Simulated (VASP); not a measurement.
# LiH (Cmmm) in VASP: notebook

Runs on LiH. Level: PBE. Tasks: single point.

Everything below comes from runs of VASP 6.6.1. Logs are shortened: lines on timing, memory, paths and dates and some standing lists are left out, and cuts for length are marked.

**1. The cell of the first run**

It takes space group Cmmm (No. 65, orthorhombic). Conventional cell: a = 2.805 Å, b = 3.962 Å, c = 3.970 Å, α = 90.00°, β = 90.00°, γ = 90.00°. Within 3.2 Å of Li (site symmetry mmm) lie 6 Li at 2.43 to 2.80 Å and 8 H at 2.43 to 2.80 Å. H (site symmetry mmm) has 6 H at 2.43 to 2.80 Å and 8 Li at 2.43 to 2.80 Å within 3.2 Å.

The cell was generated, and may not be a known phase.

**2. Single point, PBE**

Contents of INCAR:

```
PREC = Accurate
ENCUT = 520
EDIFF = 1E-6
ISMEAR = 0
SIGMA = 0.1
LREAL = F
LASPH = T
NELM = 60
ALGO = Normal
ISIF = 2
LWAVE = F
LCHARG = T
GGA = PE
LELF = T
LVHAR = T
NBANDS = 9
```

Contents of KPOINTS:

```
Automatic mesh
0
Gamma
  8 8 4
```

Contents of POSCAR:

```
LiH
1.0
    1.4023181900     -1.9808826400      0.0000000000
    1.4023181900      1.9808826400      0.0000000000
    0.0000000000      0.0000000000      3.9701870800
Li H
1 1
Direct
    0.5000000000      0.5000000000      0.5000000000
    0.0000000000      0.0000000000      0.0000000000
```

Potentials or basis: VASP PAW PBE potentials, release 64 (Li_sv, H).

Started as:

```console
$ cat potpaw_PBE.64/Li_sv/POTCAR potpaw_PBE.64/H/POTCAR > POTCAR
$ mpirun -np 1 vasp_std > vasp.out
```

OUTCAR:

```text
PREC = Accurate
   ENCUT = 520
   EDIFF = 1E-6
   ISMEAR = 0
   LREAL = F
   LASPH = T
   NELM = 60
   ISIF = 2
   GGA = PE

 ion  position               nearest neighbor table
   1  0.500  0.500  0.500-
   2  0.000  0.000  0.000-

  LATTYP: Found a base centered orthorhombic cell.
 ALAT       =     2.8046363800
 B/A-ratio  =     1.4125771555
 C/A-ratio  =     1.4155799691

  Lattice vectors:

 A1 = (   1.4023181900,  -1.9808826400,   0.0000000000)
 A2 = (   1.4023181900,   1.9808826400,   0.0000000000)
 A3 = (   0.0000000000,   0.0000000000,   3.9701870800)

Analysis of symmetry for initial positions (statically):
=====================================================================
 Subroutine PRICEL returns:
 Original cell was already a primitive cell.

 Routine SETGRP: Setting up the symmetry group for a
 base centered orthorhombic supercell.

 Subroutine GETGRP returns: Found  8 space group operations
 (whereof  8 operations were pure point group operations)
 out of a pool of  8 trial point group operations.

The static configuration has the point symmetry D_2h.

Analysis of symmetry for dynamics (positions and initial velocities):
=====================================================================
 Subroutine PRICEL returns:
 Original cell was already a primitive cell.

 Routine SETGRP: Setting up the symmetry group for a
 base centered orthorhombic supercell.

 Subroutine GETGRP returns: Found  8 space group operations
 (whereof  8 operations were pure point group operations)
 out of a pool of  8 trial point group operations.

The dynamic configuration has the point symmetry D_2h.

 Subroutine INISYM returns: Found  8 space group operations
 (whereof  8 operations are pure point group operations),
 and found     1 'primitive' translations

----------------------------------------------------------------------------------------

                                     Primitive cell

  volume of cell :      22.0570

  direct lattice vectors                    reciprocal lattice vectors
     1.402318190 -1.980882640  0.000000000     0.356552460 -0.252412733  0.000000000
     1.402318190  1.980882640  0.000000000     0.356552460  0.252412733  0.000000000
     0.000000000  0.000000000  3.970187080     0.000000000  0.000000000  0.251877299

  length of vectors
     2.427013049  2.427013049  3.970187080     0.436854488  0.436854488  0.251877299

  position of ions in fractional coordinates (direct lattice)
     0.500000000  0.500000000  0.500000000
     0.000000000  0.000000000  0.000000000

  ion indices of the primitive-cell ions
   primitive index   ion index
                 1           1
                 2           2

----------------------------------------------------------------------------------------

 KPOINTS: Automatic mesh

Automatic generation of k-mesh.
 Grid dimensions read from file:
 generate k-points for:    8    8    4

 Generating k-lattice:

  Cartesian coordinates                     Fractional coordinates (reciprocal lattice)
     0.044569057 -0.031551592  0.000000000     0.125000000  0.000000000  0.000000000
     0.044569057  0.031551592  0.000000000     0.000000000  0.125000000  0.000000000
     0.000000000  0.000000000  0.062969325     0.000000000  0.000000000  0.250000000

  Length of vectors
     0.054606811  0.054606811  0.062969325

  Shift w.r.t. Gamma in fractional coordinates (k-lattice)
     0.000000000  0.000000000  0.000000000

 Subroutine IBZKPT returns following result:
 ===========================================

 Found     63 irreducible k-points:

 Following reciprocal coordinates:
            Coordinates               Weight
  0.000000  0.000000  0.000000      1.000000
  0.125000  0.000000  0.000000      4.000000
  0.250000  0.000000  0.000000      4.000000
  0.375000 -0.000000  0.000000      4.000000
  0.500000  0.000000  0.000000      2.000000
  0.125000  0.125000  0.000000      2.000000
[... 16 lines left out ...]
  0.125000  0.000000  0.250000      8.000000
  0.250000  0.000000  0.250000      8.000000
 [... further k-points ...]
   k-points           NKPTS =     63   k-points in BZ     NKDIM =     63   number of bands    NBANDS=      9
   number of dos      NEDOS =    301   number of ions     NIONS =      2
   total plane-waves  NPLWV =   9720
   dimension x,y,z NGX =    18 NGY =   18 NGZ =   30
   dimension x,y,z NGXF=    36 NGYF=   36 NGZF=   60
   ions per type =               1   1
   NGX,Y,Z   is equivalent  to a cutoff of  12.33, 12.33, 12.56 a.u.
   NGXF,Y,Z  is equivalent  to a cutoff of  24.66, 24.66, 25.12 a.u.
 SYSTEM =  unknown system
   PREC   = accura    normal or accurate (medium, high low for compatibility)
   ISTART =      0    job   : 0-new  1-cont  2-samecut
   ICHARG =      2    charge: 1-file 2-atom 10-const
   ISPIN  =      1    spin polarized calculation?
   LNONCOLLINEAR =      F non collinear calculations
   LSORBIT =      F    spin-orbit coupling
   LASPH  =      T    aspherical Exc in radial PAW
   ENCUT  =  520.0 eV  38.22 Ry    6.18 a.u.   4.51  4.51  7.38*2*pi/ulx,y,z
   NELM   =     60;   NELMIN=  2; NELMDL= -5     # of ELM steps
   EDIFF  = 0.1E-05   stopping-criterion for ELM
   LREAL  =      F    real-space projection
   EDIFFG = 0.1E-04   stopping-criterion for IOM
   NSW    =      0    number of steps for IOM
   IBRION =     -1    ionic relax: 0-MD 1-quasi-New 2-CG
   NFREE  =      0    steps in history (QN), initial steepest desc. (CG)
   ISIF   =      2    stress and relaxation
   ISYM   =      2    0-nonsym 1-usesym 2-fastsym
   POTIM  = 0.5000    time-step for ionic-motion
   TEBEG  =    0.0;   TEEND  =   0.0 temperature during run
   PSTRESS=    0.0 pullay stress
   NELECT =       4.0000    total number of electrons
   NUPDOWN=      -1.0000    fix difference up-down
   EMIN   =  10.00;   EMAX   =-10.00  energy-range for DOS
   EFERMI =   0.00;   METHOD = LEGACY
   ISMEAR =     0;   SIGMA  =   0.10  broadening in eV -4-tet -1-fermi 0-gaus
   EFERMI_NEDOS =   21; number of points for ismear=-14 and -15
   IALGO  =     38    algorithm
   IMIX   =      4    mixing-type and parameters
     AMIX     =   0.40;   BMIX     =  1.00
     AMIX_MAG =   1.60;   BMIX_MAG =  1.00
  volume/ion in A,a.u.               =      11.03        74.42
  Fermi-wavevector in a.u.,A,eV,Ry     =   0.926644  1.751103 11.682893  0.858668
  Thomas-Fermi vector in A             =   2.052628
   LORBIT       =      0    0 simple, 1 ext, 2 COOP (PROOUT), +10 PAW based schemes
   GGA     = PE    functional components
   LHFCALC =     F    Hartree Fock is set to
   AEXX    =    0.0000 exact exchange contribution
   IVDW    =     0    specifies the selected vdW correction
   LEPSILON=     F    determine dielectric tensor
   LRPA    =     F    only Hartree local field effects (RPA)
 non-spin polarized calculation
 Gauss-broadening in eV      SIGMA  =   0.10
  energy-cutoff  :      520.00
  volume of cell :       22.06
 maximum number of plane-waves:       611
   NGX =  9   NGY =  9   NGZ = 15

 number of electron       4.0000002 magnetization

 Free energy of the ion-electron system (eV)
  ---------------------------------------------------
  ext. energy  EPLUGINS =         0.00000000
  ---------------------------------------------------
  free energy    TOTEN  =        -4.19947124 eV

  energy without entropy =       -4.19589388  energy(sigma->0) =       -4.19768256

 E-fermi :   0.5106     XC(G=0):  -7.7661

 val. band max:        0.4763857075   @ k =   0.5000   0.3750   0.2500
 cond. band min:       0.5283861179   @ k =   0.2500   0.1250   0.5000
 fundamental gap:      0.0520004103
 Fermi energy:         0.5106192113

 k-point     1 :       0.0000    0.0000    0.0000
  band No.  band energies     occupation
      1     -46.7350      2.00000
      2      -5.4255      2.00000
      3       3.1775      0.00000
      4       3.8884      0.00000
      5      18.0090      0.00000
      6      19.0647      0.00000
      7      19.7239      0.00000
      8      22.5224      0.00000
      9      26.5765      0.00000

 k-point     2 :       0.1250    0.0000    0.0000
  band No.  band energies     occupation
      1     -46.7234      2.00000
      2      -5.0776      2.00000
      3       3.6192      0.00000
      4       4.0155      0.00000
      5      14.4437      0.00000
      6      17.9935      0.00000
      7      20.0359      0.00000
      8      24.1070      0.00000
      9      24.8888      0.00000

 k-point     3 :       0.2500    0.0000    0.0000
  band No.  band energies     occupation
      1     -46.6952      2.00000
      2      -4.0742      2.00000
      3       4.3736      0.00000
      4       4.9409      0.00000
      5       9.8883      0.00000
      6      16.3839      0.00000
      7      19.0282      0.00000
      8      19.1792      0.00000
      9      23.7067      0.00000

 k-point     4 :       0.3750   -0.0000    0.0000
  band No.  band energies     occupation
      1     -46.6669      2.00000
      2      -2.6310      2.00000
      3       4.8321      0.00000
      4       6.2310      0.00000
      5       7.1204      0.00000
      6      14.3294      0.00000
      7      14.9342      0.00000
      8      17.5800      0.00000
      9      22.8596      0.00000
[... 205 lines left out ...]
 k-point    22 :       0.0000    0.0000    0.2500
  band No.  band energies     occupation
      1     -46.7348      2.00000
      2      -5.1599      2.00000
      3       0.4369      1.70290
      4       7.6003      0.00000
      5      18.2437      0.00000
      6      18.3911      0.00000
      7      19.9347      0.00000
      8      22.9341      0.00000
      9      24.1380      0.00000

 k-point    23 :       0.1250    0.0000    0.2500
  band No.  band energies     occupation
      1     -46.7232      2.00000
      2      -4.7931      2.00000
      3       0.7013      0.00701
      4       7.8333      0.00000
      5      14.7653      0.00000
      6      18.0641      0.00000
      7      19.2279      0.00000
      8      22.5986      0.00000
      9      24.5142      0.00000

 k-point    24 :       0.2500    0.0000    0.2500
  band No.  band energies     occupation
      1     -46.6950      2.00000
      2      -3.7339      2.00000
      3       1.4583      0.00000
      4       8.3286      0.00000
      5      10.4549      0.00000
      6      15.4988      0.00000
      7      17.9934      0.00000
      8      21.9534      0.00000
      9      22.3946      0.00000

 [... further k-points ...]
[... 5 lines left out ...]
  --------------------------------------------------------------------------------------
  -------------------------------------------------------------------------------------
  Total        1.7140158      1.8271029     -4.6964282      0.0000000      0.0000000      0.0000000
  in kB      124.5028002    132.7172326   -341.1394869      0.0000000      0.0000000      0.0000000
  external PRESSURE =     -27.9731514 kB  Pullay stress =       0.0000000 kB

 VOLUME and BASIS-vectors are now :
 -----------------------------------------------------------------------------
  energy-cutoff  :      520.00
  volume of cell :       22.06
      direct lattice vectors                 reciprocal lattice vectors
     1.402318190 -1.980882640  0.000000000     0.356552460 -0.252412733  0.000000000
     1.402318190  1.980882640  0.000000000     0.356552460  0.252412733  0.000000000
     0.000000000  0.000000000  3.970187080     0.000000000  0.000000000  0.251877299

 POSITION                                       TOTAL-FORCE (eV/Angst)
 -----------------------------------------------------------------------------------
      1.40232      0.00000      1.98509        -0.000000      0.000000      0.000000
      0.00000      0.00000      0.00000         0.000000      0.000000      0.000000
 -----------------------------------------------------------------------------------
    total drift:                               -0.000000     -0.000000     -0.000000

  FREE ENERGIE OF THE ION-ELECTRON SYSTEM (eV)
  ---------------------------------------------------
  free  energy   TOTEN  =        -4.1994712381 eV

  energy  without entropy=       -4.1958938828  energy(sigma->0) =       -4.19768256
```

Run time: 11 s. Hardware: 1 thread of Intel Xeon Platinum 8259CL at 2.50GHz (Skylake/Cascade Lake), shared host; peak memory 0.13 GiB.

Results:

* Free energy: -4.1995 eV
* Band gap on the k mesh: zero (bands 2 and 3 overlap by 2.25 eV)

Caveat: the k points lie up to 0.40 Å⁻¹ apart, too coarse for converged energies and pressures of a metal; the cutoff is under 1.25 times the usual one of these potentials, so pressure, stress and relaxed cells hold a basis-set (Pulay) error.

**3. Single point, PBE**

This run uses another cell than the first one, of 9.99 Å³/atom.

Contents of INCAR:

```
ALGO = Normal ; EDIFF = 1E-6
ENCUT = 520 ; GGA = PE
ISIF = 2 ; ISMEAR = 0
LASPH = True ; LCHARG = True
LELF = True ; LREAL = False
LVHAR = True ; LWAVE = False
NBANDS = 9 ; NELM = 100
PREC = Accurate ; SIGMA = 0.01
```

Contents of KPOINTS:

```
k-points
0
Gamma
  14 14 14
```

Contents of POSCAR:

```
LiH
1.0
    1.3786514723     -2.7466112860      0.0000000000
    1.3786514723      2.7466112860      0.0000000000
    0.0000000000      0.0000000000      2.6385541397
Li H
1 1
Direct
    0.5000000000      0.5000000000      0.5000000000
    0.0000000000      0.0000000000      0.0000000000
```

Potentials or basis: VASP PAW PBE potentials, release 64 (Li_sv, H).

Started as:

```console
$ cat potpaw_PBE.64/Li_sv/POTCAR potpaw_PBE.64/H/POTCAR > POTCAR
$ mpirun -np 1 vasp_std > vasp.out
```

Wall time 59 s (1 thread of Intel Xeon Platinum 8259CL at 2.50GHz (Skylake/Cascade Lake), shared host); peak memory 0.18 GiB.

Results (log left out):

| Quantity | Value |
| --- | --- |
| Free energy | -5.8071 eV |
| Band gap on the k mesh | 0.07 eV (least direct gap 2.97 eV) |

Levels at points of the mesh, in eV from the valence-band top:
```
           k point  band 1  band 2  band 3  band 4  band 5
(0.00, 0.00, 0.00)  -45.61   -5.67    9.74   11.92   13.21
(0.50, 0.00, 0.00)  -45.59   -3.43    3.65    7.91   12.09
(0.50, 0.50, 0.00)  -45.60   -2.90    0.07   11.59   15.10
(0.00, 0.00, 0.50)  -45.58   -3.84    2.97   13.90   15.64
(0.50, 0.00, 0.50)  -45.56   -0.19    4.46    4.58   10.56
(0.50, 0.50, 0.50)  -45.57   -1.83    4.77    6.19    8.17
```

Caveat: the cutoff is under 1.25 times the usual one of these potentials, so pressure, stress and relaxed cells hold a basis-set (Pulay) error. A k mesh can miss the band edges.

**4. Single point, PBE**

This run uses another cell than the first one, of 9.99 Å³/atom.

Contents of INCAR:

```
SYSTEM = LiH
PREC = Accurate
ENCUT = 520
EDIFF = 1E-6
ISMEAR = 0
SIGMA = 0.01
LREAL = .FALSE.
LASPH = .TRUE.
NELM = 100
ALGO = Normal
ISIF = 2
LWAVE = .FALSE.
LCHARG = .FALSE.
GGA = PE
NBANDS = 9
```

Contents of KPOINTS:

```
regular mesh
0
G
  14 14 14
  0 0 0
```

POSCAR is that of step 3.

Started as:

```console
$ cat potpaw_PBE.64/Li_sv/POTCAR potpaw_PBE.64/H/POTCAR > POTCAR
$ mpirun -np 1 vasp_std > vasp.out
```

Wall time 55 s (1 thread of Intel Xeon Platinum 8259CL at 2.50GHz (Skylake/Cascade Lake), shared host); peak memory 0.19 GiB.

It converged, with:

```
Free energy            : -5.8071 eV
Band gap on the k mesh : 0.07 eV (least direct gap 2.97 eV)
```

Levels at points of the mesh, in eV from the valence-band top:
| k point | band 1 | band 2 | band 3 | band 4 | band 5 | band 6 | band 7 |
| --- | --- | --- | --- | --- | --- | --- | --- |
| (0.00, 0.00, 0.00) | -45.61 | -5.67 | 9.74 | 11.92 | 13.21 | 14.15 | 16.97 |
| (0.50, 0.00, 0.00) | -45.59 | -3.43 | 3.65 | 7.91 | 12.09 | 16.29 | 17.64 |
| (0.50, 0.50, 0.00) | -45.60 | -2.90 | 0.07 | 11.59 | 15.10 | 15.68 | 19.14 |
| (0.00, 0.00, 0.50) | -45.58 | -3.84 | 2.97 | 13.90 | 15.64 | 17.87 | 18.97 |
| (0.50, 0.00, 0.50) | -45.56 | -0.19 | 4.46 | 4.58 | 10.56 | 12.87 | 14.58 |
| (0.50, 0.50, 0.50) | -45.57 | -1.83 | 4.77 | 6.19 | 8.17 | 14.36 | 15.64 |

Caveat: the cutoff is under 1.25 times the usual one of these potentials, so pressure, stress and relaxed cells hold a basis-set (Pulay) error. A k mesh can miss the band edges.

The gap in the log of VASP goes by the Fermi energy; the results here count the filled bands.